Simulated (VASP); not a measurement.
# GaSb3 (Immm) in VASP: single point with PBE+D3(BJ)

Aim: the single point of GaSb3 with PBE+D3(BJ).

Everything below comes from runs of VASP 6.6.1. Logs are shortened: lines on timing, memory, paths and dates and some standing lists are left out, and cuts for length are marked.

**1. The cell of the first run**

Symmetry: Immm, No. 71, orthorhombic system. The conventional cell has a = 5.159 Å, b = 5.159 Å, c = 7.296 Å, α = 90.00°, β = 90.00°, γ = 90.00°. Within 4.1 Å of Ga (site symmetry mmm) lie 14 Sb at 3.08 to 3.65 Å. Sb (site symmetry mm2) has 4 Ga at 3.08 to 3.24 Å and 10 Sb at 3.08 to 3.92 Å within 4.1 Å. Within 4.1 Å of Sb (site symmetry mmm) lie 8 Sb at 3.08 to 3.24 Å and 6 Ga at 3.65 Å.

**2. Single point, PBE+D3(BJ) (atoms displaced along a vibrational mode)**

INCAR reads:

```
PREC = Accurate
ENCUT = 520
EDIFF = 1E-7
ISMEAR = 0
SIGMA = 0.15
LREAL = F
LASPH = T
NELM = 60
ALGO = Normal
ISIF = 2
LWAVE = F
LCHARG = F
GGA = PE
IVDW = 12
NBANDS = 22
```

KPOINTS reads:

```
regular mesh
0
Gamma
  10 10 10
```

POSCAR reads:

```
GaSb3
1.0
    0.0000000000      3.6481278280      3.6481278280
    3.6481278280      0.0000000000      3.6481278280
    3.6481278280      3.6481278280      0.0000000000
Ga Sb
1 3
Direct
    0.0000000000      0.0000000000      0.0000000000
    0.2685026411      0.2314973589      0.2314973589
    0.7314973589      0.7685026411      0.7685026411
    0.5000000000      0.5000000000      0.5000000000
```

Potentials or basis: VASP PAW PBE potentials, release 64 (Ga_d, Sb).

Launch:

```bash
cat potpaw_PBE.64/Ga_d/POTCAR potpaw_PBE.64/Sb/POTCAR > POTCAR
mpirun -np 1 vasp_std > vasp.out
```

OUTCAR:

```text
PREC = Accurate
   ENCUT = 520
   EDIFF = 1E-7
   ISMEAR = 0
   LREAL = F
   LASPH = T
   NELM = 60
   ISIF = 2
   GGA = PE
   IVDW = 12
 IVDW          = 12

 ion  position               nearest neighbor table
   1  0.000  0.000  0.000-   3 3.08   2 3.08   3 3.08   2 3.08   3 3.24   2 3.24   2 3.24   3 3.24

   2  0.269  0.231  0.231-   1 3.08   1 3.08   4 3.08   4 3.08   1 3.24   1 3.24   4 3.24   4 3.24
                             3 3.38   3 3.66   3 3.66   3 3.66   3 3.66
   3  0.731  0.769  0.769-   4 3.08   4 3.08   1 3.08   1 3.08   1 3.24   1 3.24   4 3.24   4 3.24
                             2 3.38   2 3.66   2 3.66   2 3.66   2 3.66
   4  0.500  0.500  0.500-   2 3.08   2 3.08   3 3.08   3 3.08   2 3.24   3 3.24   3 3.24   2 3.24

  LATTYP: Found a face centered cubic cell.
 ALAT       =     7.2962556560

  Lattice vectors:

 A1 = (   0.0000000000,   3.6481278280,   3.6481278280)
 A2 = (   3.6481278280,   0.0000000000,   3.6481278280)
 A3 = (   3.6481278280,   3.6481278280,   0.0000000000)

Analysis of symmetry for initial positions (statically):
=====================================================================
 Subroutine PRICEL returns:
 Original cell was already a primitive cell.

 Routine SETGRP: Setting up the symmetry group for a
 face centered cubic supercell.

 Subroutine GETGRP returns: Found  8 space group operations
 (whereof  8 operations were pure point group operations)
 out of a pool of 48 trial point group operations.

The static configuration has the point symmetry D_2h.

Analysis of symmetry for dynamics (positions and initial velocities):
=====================================================================
 Subroutine PRICEL returns:
 Original cell was already a primitive cell.

 Routine SETGRP: Setting up the symmetry group for a
 face centered cubic supercell.

 Subroutine GETGRP returns: Found  8 space group operations
 (whereof  8 operations were pure point group operations)
 out of a pool of 48 trial point group operations.

The dynamic configuration has the point symmetry D_2h.

 Subroutine INISYM returns: Found  8 space group operations
 (whereof  8 operations are pure point group operations),
 and found     1 'primitive' translations

----------------------------------------------------------------------------------------

                                     Primitive cell

  volume of cell :      97.1047

  direct lattice vectors                    reciprocal lattice vectors
     0.000000000  3.648127828  3.648127828    -0.137056601  0.137056601  0.137056601
     3.648127828  0.000000000  3.648127828     0.137056601 -0.137056601  0.137056601
     3.648127828  3.648127828  0.000000000     0.137056601  0.137056601 -0.137056601

  length of vectors
     5.159231852  5.159231852  5.159231852     0.237388996  0.237388996  0.237388996

  position of ions in fractional coordinates (direct lattice)
     0.000000000  0.000000000  0.000000000
     0.268502641  0.231497359  0.231497359
     0.731497359  0.768502641  0.768502641
     0.500000000  0.500000000  0.500000000

  ion indices of the primitive-cell ions
   primitive index   ion index
                 1           1
                 2           2
                 3           3
                 4           4

----------------------------------------------------------------------------------------

 KPOINTS: regular mesh

Automatic generation of k-mesh.
 Grid dimensions read from file:
 generate k-points for:   10   10   10

 Generating k-lattice:

  Cartesian coordinates                     Fractional coordinates (reciprocal lattice)
    -0.013705660  0.013705660  0.013705660     0.100000000  0.000000000  0.000000000
     0.013705660 -0.013705660  0.013705660     0.000000000  0.100000000  0.000000000
     0.013705660  0.013705660 -0.013705660     0.000000000  0.000000000  0.100000000

  Length of vectors
     0.023738900  0.023738900  0.023738900

  Shift w.r.t. Gamma in fractional coordinates (k-lattice)
     0.000000000  0.000000000  0.000000000

 Subroutine IBZKPT returns following result:
 ===========================================

 Found    171 irreducible k-points:

 Following reciprocal coordinates:
            Coordinates               Weight
  0.000000  0.000000  0.000000      1.000000
  0.100000  0.000000  0.000000      4.000000
  0.000000  0.100000  0.000000      4.000000
  0.200000  0.000000  0.000000      4.000000
  0.000000  0.200000  0.000000      4.000000
  0.300000  0.000000  0.000000      4.000000
[... 16 lines left out ...]
  0.000000  0.400000  0.100000      4.000000
  0.100000  0.000000  0.400000      8.000000
 [... further k-points ...]
   k-points           NKPTS =    171   k-points in BZ     NKDIM =    171   number of bands    NBANDS=     22
   number of dos      NEDOS =    301   number of ions     NIONS =      4
   total plane-waves  NPLWV =  64000
   dimension x,y,z NGX =    40 NGY =   40 NGZ =   40
   dimension x,y,z NGXF=    80 NGYF=   80 NGZF=   80
   ions per type =               1   3
   NGX,Y,Z   is equivalent  to a cutoff of  12.89, 12.89, 12.89 a.u.
   NGXF,Y,Z  is equivalent  to a cutoff of  25.78, 25.78, 25.78 a.u.
 SYSTEM =  unknown system
   PREC   = accura    normal or accurate (medium, high low for compatibility)
   ISTART =      0    job   : 0-new  1-cont  2-samecut
   ICHARG =      2    charge: 1-file 2-atom 10-const
   ISPIN  =      1    spin polarized calculation?
   LNONCOLLINEAR =      F non collinear calculations
   LSORBIT =      F    spin-orbit coupling
   LASPH  =      T    aspherical Exc in radial PAW
   ENCUT  =  520.0 eV  38.22 Ry    6.18 a.u.   9.59  9.59  9.59*2*pi/ulx,y,z
   NELM   =     60;   NELMIN=  2; NELMDL= -5     # of ELM steps
   EDIFF  = 0.1E-06   stopping-criterion for ELM
   LREAL  =      F    real-space projection
   EDIFFG = 0.1E-05   stopping-criterion for IOM
   NSW    =      0    number of steps for IOM
   IBRION =     -1    ionic relax: 0-MD 1-quasi-New 2-CG
   NFREE  =      0    steps in history (QN), initial steepest desc. (CG)
   ISIF   =      2    stress and relaxation
   ISYM   =      2    0-nonsym 1-usesym 2-fastsym
   POTIM  = 0.5000    time-step for ionic-motion
   TEBEG  =    0.0;   TEEND  =   0.0 temperature during run
   PSTRESS=    0.0 pullay stress
   NELECT =      28.0000    total number of electrons
   NUPDOWN=      -1.0000    fix difference up-down
   EMIN   =  10.00;   EMAX   =-10.00  energy-range for DOS
   EFERMI =   0.00;   METHOD = LEGACY
   ISMEAR =     0;   SIGMA  =   0.15  broadening in eV -4-tet -1-fermi 0-gaus
   EFERMI_NEDOS =   21; number of points for ismear=-14 and -15
   IALGO  =     38    algorithm
   IMIX   =      4    mixing-type and parameters
     AMIX     =   0.40;   BMIX     =  1.00
     AMIX_MAG =   1.60;   BMIX_MAG =  1.00
  volume/ion in A,a.u.               =      24.28       163.82
  Fermi-wavevector in a.u.,A,eV,Ry     =   1.081552  2.043837 15.915484  1.169755
  Thomas-Fermi vector in A             =   2.217571
   LORBIT       =      0    0 simple, 1 ext, 2 COOP (PROOUT), +10 PAW based schemes
   GGA     = PE    functional components
   LHFCALC =     F    Hartree Fock is set to
   AEXX    =    0.0000 exact exchange contribution
   IVDW    =    12    specifies the selected vdW correction
   LEPSILON=     F    determine dielectric tensor
   LRPA    =     F    only Hartree local field effects (RPA)
 non-spin polarized calculation
 Gauss-broadening in eV      SIGMA  =   0.15
  energy-cutoff  :      520.00
  volume of cell :       97.10
 maximum number of plane-waves:      2685
 NGX is ok and might be reduce to    40
   NGX = 19   NGY = 19   NGZ = 19

 number of electron      27.9999994 magnetization

 Free energy of the ion-electron system (eV)
  ---------------------------------------------------
  ext. energy  EPLUGINS =         0.00000000
  ---------------------------------------------------
  free energy    TOTEN  =       -14.44759379 eV

  energy without entropy =      -14.42792467  energy(sigma->0) =      -14.43775923

 E-fermi :   8.2480     XC(G=0): -10.4849

 val. band max:        8.2432175405   @ k =  -0.4000   0.5000   0.1000
 cond. band min:       8.2481869746   @ k =   0.1000   0.2000  -0.1000
 fundamental gap:      0.0049694341
 Fermi energy:         8.2479599936

 k-point     1 :       0.0000    0.0000    0.0000
  band No.  band energies     occupation
      1      -6.5703      2.00000
      2      -6.5674      2.00000
      3      -6.5612      2.00000
      4      -6.5502      2.00000
      5      -6.5463      2.00000
      6      -4.7079      2.00000
[... 14 lines left out ...]
     21      15.5218      0.00000
     22      15.6452      0.00000

 k-point     2 :       0.1000    0.0000    0.0000
  band No.  band energies     occupation
      1      -6.5700      2.00000
      2      -6.5671      2.00000
      3      -6.5616      2.00000
      4      -6.5503      2.00000
      5      -6.5463      2.00000
      6      -4.6291      2.00000
[... 14 lines left out ...]
     21      14.9078      0.00000
     22      15.3255      0.00000

 k-point     3 :       0.0000    0.1000    0.0000
  band No.  band energies     occupation
      1      -6.5705      2.00000
      2      -6.5675      2.00000
      3      -6.5609      2.00000
      4      -6.5503      2.00000
      5      -6.5466      2.00000
      6      -4.6238      2.00000
[... 14 lines left out ...]
     21      14.7843      0.00000
     22      15.3936      0.00000
[... 476 lines left out ...]
 k-point    23 :       0.0000    0.4000    0.1000
  band No.  band energies     occupation
      1      -6.5761      2.00000
      2      -6.5653      2.00000
      3      -6.5585      2.00000
      4      -6.5501      2.00000
      5      -6.5491      2.00000
      6      -3.5280      2.00000
[... 14 lines left out ...]
     21      13.4598      0.00000
     22      14.5337      0.00000

 k-point    24 :       0.1000    0.0000    0.4000
  band No.  band energies     occupation
      1      -6.5749      2.00000
      2      -6.5658      2.00000
      3      -6.5593      2.00000
      4      -6.5512      2.00000
      5      -6.5479      2.00000
      6      -3.5148      2.00000
[... 14 lines left out ...]
     21      13.5962      0.00000
     22      14.6497      0.00000

 [... further k-points ...]

------------------------ aborting loop because EDIFF is reached ----------------------------------------

 Edisp (eV)   -1.91644

 E8    (eV) :    -0.8844

  FORCE on cell =-STRESS in cart. coord.  units (eV):
  Direction    XX          YY          ZZ          XY          YZ          ZX
  --------------------------------------------------------------------------------------
  -------------------------------------------------------------------------------------
  Total       0.43812     0.27175     0.27175     0.00000    -0.54356    -0.00000
  in kB       7.22874     4.48375     4.48375     0.00000    -8.96851    -0.00000
  external pressure =        5.40 kB  Pullay stress =        0.00 kB

 VOLUME and BASIS-vectors are now :
 -----------------------------------------------------------------------------
  energy-cutoff  :      520.00
  volume of cell :       97.10
      direct lattice vectors                 reciprocal lattice vectors
     0.000000000  3.648127828  3.648127828    -0.137056601  0.137056601  0.137056601
     3.648127828  0.000000000  3.648127828     0.137056601 -0.137056601  0.137056601
     3.648127828  3.648127828  0.000000000     0.137056601  0.137056601 -0.137056601

 POSITION                                       TOTAL-FORCE (eV/Angst)
 -----------------------------------------------------------------------------------
      0.00000      0.00000      0.00000        -0.000000      0.000000      0.000000
      1.68906      1.82406      1.82406         0.491093      0.000000      0.000000
      5.60719      5.47219      5.47219        -0.491093      0.000000      0.000000
      3.64813      3.64813      3.64813         0.000000      0.000000      0.000000
 -----------------------------------------------------------------------------------
    total drift:                               -0.000000     -0.000000     -0.000000

  FREE ENERGIE OF THE ION-ELECTRON SYSTEM (eV)
  ---------------------------------------------------
  free  energy   TOTEN  =       -16.3640334004 eV

  energy  without entropy=      -16.3443642821  energy(sigma->0) =      -16.35419884
```

It took 7.4 min on 1 thread of Intel Xeon 8259CL, shared host; peak memory 0.51 GiB.

What came out:

* Free energy: -16.3640 eV
* Pressure: 0.5 GPa
* Largest force: 0.491 eV/Å
* Band gap on the k mesh: zero (bands 14 and 15 overlap by 3.75 eV)
* Dispersion energy per atom: -0.479 eV

Forces on the atoms (eV/Å):
```
Ga   0.000  0.000  0.000
Sb   0.491  0.000  0.000
Sb  -0.491  0.000  0.000
Sb   0.000  0.000  0.000
```

Stress tensor (GPa, compression positive):
```
 0.72  0.00  0.00
 0.00  0.45 -0.90
 0.00 -0.90  0.45
```

Caveat: the cell differs from its parent crystal (atoms displaced along a vibrational mode); spin-orbit coupling is left out, which moves the levels of the heavy elements.
